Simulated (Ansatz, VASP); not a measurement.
## ZrN: VASP beside Ansatz

The input INCAR:

```
SYSTEM = ZrN
PREC     = Accurate       ! precision mode
ENCUT    = 600            ! plane-wave cutoff, eV
EDIFF    = 1E-6           ! SCF threshold, eV
ISMEAR   = 0              ! smearing method
SIGMA    = 0.05           ! smearing width, eV
LREAL    = .False.        ! projectors in reciprocal space
LASPH    = .True.         ! aspherical terms in the spheres
NELM     = 120            ! most SCF steps
ALGO     = Normal         ! electronic algorithm
ISIF     = 2              ! what is computed and relaxed
LWAVE    = .False.        ! write WAVECAR
LCHARG   = .False.        ! write CHGCAR
GGA      = PE             ! functional
IVDW     = 12             ! dispersion correction
NBANDS   = 16             ! bands
GGA_COMPAT= .False.
```

Contents of KPOINTS:

```
Automatic mesh
0
Gamma
  8 8 8
  0 0 0
```

Contents of POSCAR:

```
ZrN
1.0
    0.0000000000      2.2952466246      2.2952466246
    2.2952466246      0.0000000000      2.2952466246
    2.2952466246      2.2952466246      0.0000000000
Zr N
1 1
Direct
    0.5000000000      0.5000000000      0.5000000000
    0.0000000000      0.0000000000      0.0000000000
```

Input for Ansatz:

```yaml
crystal:
  lattice:
    - [0.0, 2.2952466246, 2.2952466246]
    - [2.2952466246, 0.0, 2.2952466246]
    - [2.2952466246, 2.2952466246, 0.0]
  atoms:
    - { symbol: Zr, position: [0.5, 0.5, 0.5] }
    - { symbol: "N", position: [0.0, 0.0, 0.0] }
basis:
  ecutwfc: 420
  ecutrho_ratio: 4
kpoints:
  mp_grid: { grid: [8, 8, 8] }
hamiltonian:
  xc: pbe
  dispersion: d3bj
scf:
  occupations: { method: gaussian, width: 0.05 }
output:
  forces: true
  stress: true
  eigenvalues: true
```

Alike in both runs: task single point; functional PBE; dispersion D3(BJ); k mesh 8 × 8 × 8; occupations gaussian, width 0.05 eV; no spin polarisation.

```csv
,VASP,Ansatz
version,VASP 6.6.1,Ansatz 0.2.0
potentials or method,"VASP PAW PBE potentials, release 64 (Zr_sv, N), cutoff 600 eV","scalar-relativistic, plane waves, PAW"
valence electrons in the cell,17,17
```

```tsv
	VASP	Ansatz	Ansatz less VASP
gap on the k mesh at the Fermi level (eV)	none	none	-
pressure (GPa)	-4.8	-5.0	-0.15
```

A gap of «none» marks a metal or a gap that the smearing closes.
